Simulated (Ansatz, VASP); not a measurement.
Sn in VASP and in Ansatz

Contents of INCAR:

```
SYSTEM = Sn
ALGO = Normal
EDIFF = 1E-7
ENCUT = 520
GGA = CA
ISIF = 2
ISMEAR = -1
LASPH = .TRUE.
LCHARG = .FALSE.
LREAL = .FALSE.
LWAVE = .FALSE.
NBANDS = 13
NELM = 100
PREC = Accurate
SIGMA = 0.08
```

The input KPOINTS:

```
k-points
0
G
  14 14 14
  0 0 0
```

Contents of POSCAR:

```
Sn
1.0
   -1.5184833164      1.5184833164      1.5184833164
    1.5184833164     -1.5184833164      1.5184833164
    1.5184833164      1.5184833164     -1.5184833164
Sn
1
Direct
    0.0000000000      0.0000000000      0.0000000000
```

Input for Ansatz:

```yaml
crystal:
  lattice:
    - [-1.5184833164, 1.5184833164, 1.5184833164]
    - [1.5184833164, -1.5184833164, 1.5184833164]
    - [1.5184833164, 1.5184833164, -1.5184833164]
  atoms:
    - { symbol: Sn, position: [0.0, 0.0, 0.0] }
kpoints:
  mp_grid: { grid: [14, 14, 14] }
scf:
  occupations: { method: fermi_dirac, width: 0.08 }
hamiltonian:
  xc: lda
  pseudopotentials: { kind: paw }
output:
  forces: true
  stress: true
  eigenvalues: true
  populations: true
```

Change from the starting cell: volume scaled by 0.55, PAW files.

Alike in both runs: task single point; functional LDA; k mesh 14 × 14 × 14; occupations fermi-dirac, width 0.08 eV; no spin polarisation.

|  | VASP | Ansatz |
| --- | --- | --- |
| version | VASP 6.6.1 | Ansatz 0.2.0 |
| potentials or method | VASP PAW LDA potentials, release 64 (Sn_d) | PAW with Ansatz's default frozen-core files, scalar-relativistic |
| plane-wave cutoff (eV) | 520 | 420 |
| valence electrons in the cell | 14 | 14 |

|  | VASP | Ansatz | Ansatz less VASP |
| --- | --- | --- | --- |
| pressure (GPa) | 153.0 | 151.6 | -1.32 |

LDA's correlation is that of Perdew and Zunger in VASP and of Perdew and Wang (1992) in Ansatz. Both programs put the cell under a high pressure, so it lies far from rest at this level.

Noted on VASP's run: the cell as given lies far from equilibrium.
